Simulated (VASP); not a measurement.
A run of VASP 6.6.1 is set up as follows.

INCAR

```
PREC = Accurate
ENCUT = 520
EDIFF = 1E-6
ISMEAR = -1
SIGMA = 0.1
LREAL = F
LASPH = T
NELM = 80
ALGO = Normal
ISIF = 2
LWAVE = F
LCHARG = F
GGA = PS
NBANDS = 30
```

The input KPOINTS:

```
Automatic mesh
0
Gamma
  14 14 4
```

Contents of POSCAR:

```
Au
1.0
    2.7896756246      0.0000000000      0.0000000000
   -1.3948378123      2.4159299592      0.0000000000
    0.0000000000      0.0000000000      9.2919318045
Au
4
Direct
    0.0000000000      0.0000000000      1.0000000000
    0.0000000000      0.0000000000      0.5000000000
    0.3333333333      0.6666666667      0.2500000000
    0.6666666667      0.3333333333      0.7500000000
```

Potentials or basis: VASP PAW PBE potentials, release 64 (Au).

The run is started by

```sh
$ cat potpaw_PBE.64/Au/POTCAR > POTCAR
$ mpirun -np 1 vasp_std > vasp.out
```

(1) What does it give for the band gap on the k mesh?

(2) Estimate the pressure.

## Answers

(1) zero (band 22 reaches 13.54 eV, above the bottom of band 23 at 8.35 eV).

(2) 18.2 GPa.

Caveat: the PAW data sets were made with another functional, which shifts forces and pressure a little; spin-orbit coupling is left out, which moves the levels of the heavy elements.
